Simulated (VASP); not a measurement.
## Ga: electric field gradients with LDA

Crystal: Ga.

```
CELL_PARAMETERS angstrom
1.46450 -4.10565 0.00000
1.46450 4.10565 0.00000
0.00000 0.00000 3.17000
ATOMIC_POSITIONS crystal
Ga 0.86700 0.13300 0.25000
Ga 0.13300 0.86700 0.75000
```

This cell differs from its parent crystal: equal xx and yy strain of +1 %.

| Property | Result |
| --- | --- |
| Program | VASP 6.6.1 |
| Task | electric field gradients |
| Functional | LDA |
| Potentials or basis | VASP PAW LDA potentials, release 64 (Ga_d) |
| Cutoff | 520 eV |
| k mesh | 12 × 12 × 10 |
| Occupations | fermi-dirac, width 0.08 eV |
| Spin | no spin polarisation |
| Dipole correction | no |
| Further INCAR settings | ALGO = Normal; EDIFF = 1e-08; NBANDS = 20 |

| Quantity | Value |
| --- | --- |
| Pressure | -4.5 GPa |
| Largest force | 0.173 eV/Å |
| Band gap on the k mesh | zero (bands 13 and 14 overlap by 9.28 eV) |
| Largest electric field gradient by atom | Ga -27.2 V/Å² |

Forces in eV/Å, atoms in the order of the input:
```
Ga   0.000  0.173  0.000
Ga   0.000 -0.173  0.000
```

Stress tensor (GPa, compression positive):
```
-6.55  0.00  0.00
 0.00 -3.77  0.00
 0.00  0.00 -3.28
```

Levels at points of the mesh, in eV from the Fermi level:
```csv
k point,band 9,band 10,band 11,band 12,band 13,band 14,band 15,band 16,band 17,band 18
"(0.00, 0.00, 0.00)",-14.90,-14.74,-11.09,-2.24,-1.75,3.01,6.79,7.52,8.45,10.22
"(0.50, 0.00, 0.00)",-14.81,-14.80,-6.73,-5.35,-1.74,-0.53,6.26,6.67,8.65,9.24
"(0.50, 0.50, 0.00)",-14.85,-14.81,-9.11,-8.49,5.19,5.55,5.89,7.00,7.10,9.25
"(0.00, 0.00, 0.50)",-14.82,-14.82,-7.28,-7.28,1.85,1.85,2.39,2.39,9.98,9.98
"(0.50, 0.00, 0.50)",-14.79,-14.79,-3.09,-3.09,-1.55,-1.55,1.83,1.83,4.21,4.21
"(0.50, 0.50, 0.50)",-14.86,-14.86,-5.55,-5.55,-4.09,-4.09,9.29,9.29,11.04,11.04
```

Electric field gradients, principal values (V/Å²):
| atom | least | middle | greatest (by size) |
| --- | --- | --- | --- |
| 1 Ga | 11.648 | 15.513 | -27.161 |
| 2 Ga | 11.648 | 15.513 | -27.161 |

It took 49 s on 1 thread of Intel(R) Xeon(R) 6975P-C (Granite Rapids), with other jobs on the host, peak memory 0.26 GiB.

Caveat: the cell differs from its parent crystal (equal xx and yy strain of +1 %); the cell stands under tension; without QUAD_EFG the Cq values of the log hold for a quadrupole moment of 1 mb, not for the nuclei.
